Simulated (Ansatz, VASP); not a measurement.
One calculation of RbCl, two programs

```
Rb Cl
1.0
     0.00000    3.30581    3.30581
     3.30581    0.00000    3.30581
     3.30581    3.30581    0.00000
Rb Cl
1 1
Direct
  0.00000 0.00000 0.00000
  0.50000 0.50000 0.50000
```

Alike in both runs: task single point; functional PBE; k mesh 4 × 4 × 4; no spin polarisation.

|  | VASP | Ansatz |
| --- | --- | --- |
| version | VASP 6.6.1 | Ansatz 0.2.0 |
| potentials or method | VASP PAW PBE potentials, release 64 (Rb_sv, Cl) | plane waves, PAW |
| plane-wave cutoff (eV) | 500 | 420 |
| occupations | gaussian, width 0.01 eV | fixed |
| valence electrons in the cell | 16 | 16 |

Ansatz gave:

* gap on the k mesh at the Fermi level (eV): 4.96
* pressure (GPa): 0.6

Task: Estimate VASP's values.

Result: gap on the k mesh at the Fermi level (eV): 4.95; pressure (GPa): 0.6.
